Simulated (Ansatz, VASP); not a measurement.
## Two plane-wave programs on CaSe

```
Ca Se
1.0
     0.00000    3.24406    3.24406
     3.24406    0.00000    3.24406
     3.24406    3.24406    0.00000
Ca Se
1 1
Direct
  0.00000 0.00000 0.00000
  0.75000 0.75000 0.75000
```

Alike in both runs: task single point; functional PBEsol; k mesh 6 × 6 × 6; no spin polarisation.

|  | VASP | Ansatz |
| --- | --- | --- |
| version | VASP 6.6.1 | Ansatz 0.2.0 |
| potentials or method | VASP PAW PBE potentials, release 64 (Ca_sv, Se), cutoff 500 eV | plane waves, PAW |
| occupations | gaussian, width 0.01 eV | fixed |
| valence electrons in the cell | 16 | 26 |

VASP gave:

| Quantity | Value |
| --- | --- |
| pressure (GPa) | 0.4 |

Task: Which values does Ansatz return?

Result: Pressure (GPa): 0.2.

VASP's potentials were made for PBE, not for PBEsol. VASP's potentials hold 16 valence electrons a cell and Ansatz's 26, so a difference there can come from the potentials and not from the codes.
